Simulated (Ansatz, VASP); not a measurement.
## MgO in VASP and in Ansatz

```xyz
2
Lattice="0.0000 2.1076 2.1076 2.1076 0.0000 2.1076 2.1076 2.1076 0.0000" Properties=species:S:1:pos:R:3 pbc="T T T"
Mg    0.0000    0.0000    0.1330
O     2.1076    2.1076    1.9056
```

Change from the starting cell: mode 6 frozen in at -0.202 Å, equal normal strain along x, y and z +0.0000.

Alike in both runs: task single point; functional PBEsol; k mesh 10 × 10 × 10; occupations gaussian, width 0.05 eV; no spin polarisation.

|  | VASP | Ansatz |
| --- | --- | --- |
| version | VASP 6.6.1 | Ansatz 0.2.0 |
| potentials or method | VASP PAW PBE potentials, release 64 (Mg, O), cutoff 520 eV | scalar-relativistic, plane waves, PAW |
| valence electrons in the cell | 8 | 16 |

Ansatz gave:

```
gap on the k mesh at the Fermi level (eV)                     : 4.59
least direct gap on the mesh (eV)                             : 4.59
pressure (GPa)                                                : 12.4
traceless stress, the component that is largest in VASP (GPa) : 29.63
rms of the force components (eV/Å)                            : 1.937
```

Question: Which values does VASP return?

Answer: gap on the k mesh at the Fermi level (eV): 4.59; least direct gap on the mesh (eV): 4.59; pressure (GPa): 12.3; traceless stress, the component that is largest in VASP (GPa): 30.47; rms of the force components (eV/Å): 1.985.

VASP's potentials were made for PBE, not for PBEsol, and Ansatz warns of the same on its side. Atom by atom the forces differ by 0.048 eV/Å (rms over components). VASP's potentials hold 8 valence electrons a cell and Ansatz's 16, so a difference there can come from the potentials and not from the codes.
